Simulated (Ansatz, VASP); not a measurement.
LiCl: VASP beside Ansatz

```
CELL_PARAMETERS angstrom
0.00000 2.84346 2.84346
2.84346 0.00000 2.84346
2.84346 2.84346 0.00000
ATOMIC_POSITIONS crystal
Li 0.00000 0.00000 0.00000
Cl 0.25000 0.25000 0.25000
```

Change from the starting cell: hydrostatic strain +4.0%.

Alike in both runs: task single point; functional PBE; k mesh 8 × 8 × 8; occupations fermi-dirac, width 0.02 eV; no spin polarisation.

|  | VASP | Ansatz |
| --- | --- | --- |
| version | VASP 6.6.1 | Ansatz 0.2.0 |
| potentials or method | VASP PAW PBE potentials, release 64 (Li_sv, Cl) | plane waves, PAW |
| plane-wave cutoff (eV) | 520 | 420 |
| valence electrons in the cell | 10 | 10 |

|  | VASP | Ansatz | Ansatz less VASP |
| --- | --- | --- | --- |
| gap on the k mesh at the Fermi level (eV) | 5.66 | 5.66 | -0.006 |

Noted on VASP's run: the cutoff is under 1.25 times that of the potentials, so the pressure is a little rough.
